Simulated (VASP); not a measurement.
# ZnS (F-43m) in VASP: further runs

ZnS is run at these levels: PBE, RPBE; tasks: single point, relaxation of cell and atoms.

Everything below comes from runs of VASP 6.6.1. Logs are shortened: lines on timing, memory, paths and dates and some standing lists are left out, and cuts for length are marked.

## Step 1: The cell of the first run

It takes space group F-43m (No. 216, cubic). The conventional cell has a = 5.442 Å, b = 5.442 Å, c = 5.442 Å, α = 90.00°, β = 90.00°, γ = 90.00°. Zn (site symmetry -43m) has 4 S at 2.36 Å within 3.1 Å. S (site symmetry -43m) has 4 Zn at 2.36 Å within 3.1 Å.

## Step 2: Single point, PBE

INCAR

```
ALGO     = Normal         # electronic algorithm
EDIFF    = 1E-7           # SCF threshold, eV
ENCUT    = 520            # plane-wave cutoff, eV
GGA      = PE             # functional
ISIF     = 2              # what is computed and relaxed
ISMEAR   = 0              # smearing method
LASPH    = T              # aspherical terms in the spheres
LCHARG   = T              # write CHGCAR
LELF     = T              # ELF
LREAL    = F              # projectors in reciprocal space
LVHAR    = T            
LWAVE    = F              # write WAVECAR
NBANDS   = 16             # bands
NELM     = 80             # most SCF steps
PREC     = Accurate       # precision mode
SIGMA    = 0.02           # smearing width, eV
```

KPOINTS

```
k-points
0
Gamma
  8 8 8
```

POSCAR

```
ZnS
1.0
    0.0000000000      2.7211786305      2.7211786305
    2.7211786305      0.0000000000      2.7211786305
    2.7211786305      2.7211786305      0.0000000000
Zn S
1 1
Direct
    0.0000000000      0.0000000000      0.0000000000
    0.2500000000      0.2500000000      0.2500000000
```

Potentials or basis: VASP PAW PBE potentials, release 64 (Zn, S).

Run with:

```
cat potpaw_PBE.64/Zn/POTCAR potpaw_PBE.64/S/POTCAR > POTCAR
mpirun -np 1 vasp_std > vasp.out
```

OUTCAR:

```text
EDIFF = 1E-7
   ENCUT = 520
   GGA = PE
   ISIF = 2
   ISMEAR = 0
   LASPH = T
   LREAL = F
   NELM = 80
   PREC = Accurate

 ion  position               nearest neighbor table
   1  0.000  0.000  0.000-   2 2.36   2 2.36   2 2.36   2 2.36
   2  0.250  0.250  0.250-   1 2.36   1 2.36   1 2.36   1 2.36

  LATTYP: Found a face centered cubic cell.
 ALAT       =     5.4423572610

  Lattice vectors:

 A1 = (   0.0000000000,   2.7211786305,   2.7211786305)
 A2 = (   2.7211786305,   0.0000000000,   2.7211786305)
 A3 = (   2.7211786305,   2.7211786305,   0.0000000000)

Analysis of symmetry for initial positions (statically):
=====================================================================
 Subroutine PRICEL returns:
 Original cell was already a primitive cell.

 Routine SETGRP: Setting up the symmetry group for a
 face centered cubic supercell.

 Subroutine GETGRP returns: Found 24 space group operations
 (whereof 24 operations were pure point group operations)
 out of a pool of 48 trial point group operations.

The static configuration has the point symmetry T_d .

Analysis of symmetry for dynamics (positions and initial velocities):
=====================================================================
 Subroutine PRICEL returns:
 Original cell was already a primitive cell.

 Routine SETGRP: Setting up the symmetry group for a
 face centered cubic supercell.

 Subroutine GETGRP returns: Found 24 space group operations
 (whereof 24 operations were pure point group operations)
 out of a pool of 48 trial point group operations.

The dynamic configuration has the point symmetry T_d .

 Subroutine INISYM returns: Found 24 space group operations
 (whereof 24 operations are pure point group operations),
 and found     1 'primitive' translations

----------------------------------------------------------------------------------------

                                     Primitive cell

  volume of cell :      40.2996

  direct lattice vectors                    reciprocal lattice vectors
     0.000000000  2.721178630  2.721178630    -0.183743909  0.183743909  0.183743909
     2.721178630  0.000000000  2.721178630     0.183743909 -0.183743909  0.183743909
     2.721178630  2.721178630  0.000000000     0.183743909  0.183743909 -0.183743909

  length of vectors
     3.848327725  3.848327725  3.848327725     0.318253787  0.318253787  0.318253787

  position of ions in fractional coordinates (direct lattice)
     0.000000000  0.000000000  0.000000000
     0.250000000  0.250000000  0.250000000

  ion indices of the primitive-cell ions
   primitive index   ion index
                 1           1
                 2           2

----------------------------------------------------------------------------------------

 KPOINTS: k-points

Automatic generation of k-mesh.
 Grid dimensions read from file:
 generate k-points for:    8    8    8

 Generating k-lattice:

  Cartesian coordinates                     Fractional coordinates (reciprocal lattice)
    -0.022967989  0.022967989  0.022967989     0.125000000  0.000000000  0.000000000
     0.022967989 -0.022967989  0.022967989     0.000000000  0.125000000  0.000000000
     0.022967989  0.022967989 -0.022967989     0.000000000  0.000000000  0.125000000

  Length of vectors
     0.039781723  0.039781723  0.039781723

  Shift w.r.t. Gamma in fractional coordinates (k-lattice)
     0.000000000  0.000000000  0.000000000

 Subroutine IBZKPT returns following result:
 ===========================================

 Found     29 irreducible k-points:

 Following reciprocal coordinates:
            Coordinates               Weight
  0.000000  0.000000  0.000000      1.000000
  0.125000  0.000000  0.000000      8.000000
  0.250000  0.000000  0.000000      8.000000
  0.375000  0.000000  0.000000      8.000000
  0.500000  0.000000  0.000000      4.000000
  0.125000  0.125000  0.000000      6.000000
[... 16 lines left out ...]
  0.500000  0.250000  0.125000     48.000000
 -0.375000  0.250000  0.125000     24.000000
 [... further k-points ...]
   k-points           NKPTS =     29   k-points in BZ     NKDIM =     29   number of bands    NBANDS=     16
   number of dos      NEDOS =    301   number of ions     NIONS =      2
   total plane-waves  NPLWV =  27000
   dimension x,y,z NGX =    30 NGY =   30 NGZ =   30
   dimension x,y,z NGXF=    60 NGYF=   60 NGZF=   60
   ions per type =               1   1
   NGX,Y,Z   is equivalent  to a cutoff of  12.96, 12.96, 12.96 a.u.
   NGXF,Y,Z  is equivalent  to a cutoff of  25.92, 25.92, 25.92 a.u.
 SYSTEM =  unknown system
   PREC   = accura    normal or accurate (medium, high low for compatibility)
   ISTART =      0    job   : 0-new  1-cont  2-samecut
   ICHARG =      2    charge: 1-file 2-atom 10-const
   ISPIN  =      1    spin polarized calculation?
   LNONCOLLINEAR =      F non collinear calculations
   LSORBIT =      F    spin-orbit coupling
   LASPH  =      T    aspherical Exc in radial PAW
   ENCUT  =  520.0 eV  38.22 Ry    6.18 a.u.   7.16  7.16  7.16*2*pi/ulx,y,z
   NELM   =     80;   NELMIN=  2; NELMDL= -5     # of ELM steps
   EDIFF  = 0.1E-06   stopping-criterion for ELM
   LREAL  =      F    real-space projection
   EDIFFG = 0.1E-05   stopping-criterion for IOM
   NSW    =      0    number of steps for IOM
   IBRION =     -1    ionic relax: 0-MD 1-quasi-New 2-CG
   NFREE  =      0    steps in history (QN), initial steepest desc. (CG)
   ISIF   =      2    stress and relaxation
   ISYM   =      2    0-nonsym 1-usesym 2-fastsym
   POTIM  = 0.5000    time-step for ionic-motion
   TEBEG  =    0.0;   TEEND  =   0.0 temperature during run
   PSTRESS=    0.0 pullay stress
   NELECT =      18.0000    total number of electrons
   NUPDOWN=      -1.0000    fix difference up-down
   EMIN   =  10.00;   EMAX   =-10.00  energy-range for DOS
   EFERMI =   0.00;   METHOD = LEGACY
   ISMEAR =     0;   SIGMA  =   0.02  broadening in eV -4-tet -1-fermi 0-gaus
   EFERMI_NEDOS =   21; number of points for ismear=-14 and -15
   IALGO  =     38    algorithm
   IMIX   =      4    mixing-type and parameters
     AMIX     =   0.40;   BMIX     =  1.00
     AMIX_MAG =   1.60;   BMIX_MAG =  1.00
  volume/ion in A,a.u.               =      20.15       135.98
  Fermi-wavevector in a.u.,A,eV,Ry     =   1.251407  2.364817 21.306992  1.566020
  Thomas-Fermi vector in A             =   2.385356
   LORBIT       =      0    0 simple, 1 ext, 2 COOP (PROOUT), +10 PAW based schemes
   GGA     = PE    functional components
   LHFCALC =     F    Hartree Fock is set to
   AEXX    =    0.0000 exact exchange contribution
   IVDW    =     0    specifies the selected vdW correction
   LEPSILON=     F    determine dielectric tensor
   LRPA    =     F    only Hartree local field effects (RPA)
 non-spin polarized calculation
 Gauss-broadening in eV      SIGMA  =   0.02
  energy-cutoff  :      520.00
  volume of cell :       40.30
 maximum number of plane-waves:      1106
 NGX is ok and might be reduce to    30
   NGX = 15   NGY = 15   NGZ = 15

 number of electron      18.0000008 magnetization

 Free energy of the ion-electron system (eV)
  ---------------------------------------------------
  ext. energy  EPLUGINS =         0.00000000
  ---------------------------------------------------
  free energy    TOTEN  =        -6.85231938 eV

  energy without entropy =       -6.85231938  energy(sigma->0) =       -6.85231938

 E-fermi :   2.0347     XC(G=0):  -9.5304

 val. band max:        1.9114006053   @ k =   0.0000   0.0000   0.0000
 cond. band min:       3.9333508984   @ k =   0.0000   0.0000   0.0000
 fundamental gap:      2.0219502930
 Fermi energy:         2.0346774701

 k-point     1 :       0.0000    0.0000    0.0000
  band No.  band energies     occupation
      1     -11.0832      2.00000
      2      -4.3456      2.00000
      3      -4.3456      2.00000
      4      -4.3456      2.00000
      5      -3.8722      2.00000
      6      -3.8722      2.00000
[... 8 lines left out ...]
     15      13.6491      0.00000
     16      13.6639      0.00000

 k-point     2 :       0.1250    0.0000    0.0000
  band No.  band energies     occupation
      1     -10.9708      2.00000
      2      -4.3426      2.00000
      3      -4.3255      2.00000
      4      -4.3255      2.00000
      5      -3.8737      2.00000
      6      -3.8737      2.00000
[... 8 lines left out ...]
     15      13.0661      0.00000
     16      14.4580      0.00000

 k-point     3 :       0.2500    0.0000    0.0000
  band No.  band energies     occupation
      1     -10.6778      2.00000
      2      -4.2915      2.00000
      3      -4.2815      2.00000
      4      -4.2815      2.00000
      5      -3.8706      2.00000
      6      -3.8706      2.00000
[... 8 lines left out ...]
     15      12.8669      0.00000
     16      14.0594      0.00000

 k-point     4 :       0.3750    0.0000    0.0000
  band No.  band energies     occupation
      1     -10.3464      2.00000
      2      -4.2466      2.00000
      3      -4.2466      2.00000
      4      -4.0742      2.00000
      5      -3.8547      2.00000
      6      -3.8547      2.00000
[... 8 lines left out ...]
     15      13.9501      0.00000
     16      13.9501      0.00000
[... 324 lines left out ...]
 k-point    22 :       0.3750    0.2500    0.1250
  band No.  band energies     occupation
      1     -10.4485      2.00000
      2      -4.3150      2.00000
      3      -4.2183      2.00000
      4      -4.1910      2.00000
      5      -3.8926      2.00000
      6      -3.8362      2.00000
[... 8 lines left out ...]
     15      14.6385      0.00000
     16      16.8625      0.00000

 k-point    23 :       0.5000    0.2500    0.1250
  band No.  band energies     occupation
      1     -10.1720      2.00000
      2      -4.2351      2.00000
      3      -4.1884      2.00000
      4      -4.0452      2.00000
      5      -3.8546      2.00000
      6      -3.7998      2.00000
[... 8 lines left out ...]
     15      15.5668      0.00000
     16      16.1487      0.00000

 k-point    24 :      -0.3750    0.2500    0.1250
  band No.  band energies     occupation
      1     -10.0485      2.00000
      2      -4.2213      2.00000
      3      -4.1685      2.00000
      4      -3.9199      2.00000
      5      -3.8598      2.00000
      6      -3.6133      2.00000
[... 8 lines left out ...]
     15      15.2950      0.00000
     16      16.0741      0.00000

 [... further k-points ...]
[... 5 lines left out ...]
  --------------------------------------------------------------------------------------
  -------------------------------------------------------------------------------------
  Total        0.0512965      0.0512965      0.0512965      0.0000000     -0.0000000      0.0000000
  in kB        2.0393769      2.0393769      2.0393769      0.0000000     -0.0000000      0.0000000
  external PRESSURE =       2.0393769 kB  Pullay stress =       0.0000000 kB

 VOLUME and BASIS-vectors are now :
 -----------------------------------------------------------------------------
  energy-cutoff  :      520.00
  volume of cell :       40.30
      direct lattice vectors                 reciprocal lattice vectors
     0.000000000  2.721178630  2.721178630    -0.183743909  0.183743909  0.183743909
     2.721178630  0.000000000  2.721178630     0.183743909 -0.183743909  0.183743909
     2.721178630  2.721178630  0.000000000     0.183743909  0.183743909 -0.183743909

 POSITION                                       TOTAL-FORCE (eV/Angst)
 -----------------------------------------------------------------------------------
      0.00000      0.00000      0.00000         0.000000      0.000000      0.000000
      1.36059      1.36059      1.36059        -0.000000     -0.000000     -0.000000
 -----------------------------------------------------------------------------------
    total drift:                               -0.000000     -0.000000     -0.000000

  FREE ENERGIE OF THE ION-ELECTRON SYSTEM (eV)
  ---------------------------------------------------
  free  energy   TOTEN  =        -6.8523193760 eV

  energy  without entropy=       -6.8523193760  energy(sigma->0) =       -6.85231938
```

Run time: 14 s. Hardware: 1 thread of Intel Xeon 6975P-C, shared host; peak memory 0.17 GiB.

Results:

* Free energy: -6.8523 eV
* Pressure: 0.2 GPa
* Band gap on the k mesh: 2.02 eV, direct

(Part 1 of 2 ends here.)
